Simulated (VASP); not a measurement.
The system is Ge.

```
Ge
1.0
     2.91000    0.00000    0.00000
    -1.45500    2.52013    0.00000
     0.00000    0.00000    4.75203
Ge
2
Direct
  0.33333 0.66667 0.25000
  0.66667 0.33333 0.75000
```

| Item | Value |
| --- | --- |
| Program | VASP 6.6.1 |
| Task | relaxation of cell and atoms |
| Functional | r2SCAN |
| Potentials or basis | VASP PAW PBE potentials, release 64 (Ge_d) |
| Cutoff | 600 eV |
| k mesh | 10 × 10 × 5 |
| Occupations | fermi-dirac, width 0.05 eV |
| Spin | no spin polarisation |

At the start: pressure 5.0 GPa; volume 17.42 Å³/atom.

Task: Where does the relaxation end?

Result: Over 10 steps the energy falls by 34.1 meV/atom and the volume is 18.78 Å³/atom (+7.8 %); space group P6_3/mmc (No. 194, to 0.05 Å).

Step by step:
| step | energy change (eV) | largest force (eV/Å) | pressure (GPa) | volume (Å³) |
| --- | --- | --- | --- | --- |
| 1 | 0.0000 | 0.0000 | 4.99 | 34.85 |
| 2 | -0.0325 | 0.0000 | -1.00 | 37.66 |
| 3 | -0.0338 | 0.0000 | -0.06 | 37.14 |
| 4 | -0.0338 | 0.0000 | -0.16 | 37.19 |
| 5 | -0.0395 | 0.0000 | -0.31 | 37.26 |
| 6 | -0.0593 | 0.0000 | -0.37 | 37.44 |
| 7 | -0.0427 | 0.0000 | 0.56 | 37.69 |
| 8 | -0.0668 | 0.0000 | -0.19 | 37.52 |
| 9 | -0.0665 | 0.0000 | 0.13 | 37.60 |
| 10 | -0.0682 | 0.0000 | -0.10 | 37.56 |

Final structure:
```xyz
2
Lattice="2.8956 0.0000 0.0000 -1.4478 2.5076 0.0000 0.0000 0.0000 5.1723" Properties=species:S:1:pos:R:3 pbc="T T T"
Ge    0.0000    1.6717    1.2931
Ge    1.4478    0.8359    3.8792
```

Caveat: the PAW data sets were made with another functional, which shifts forces and pressure a little.
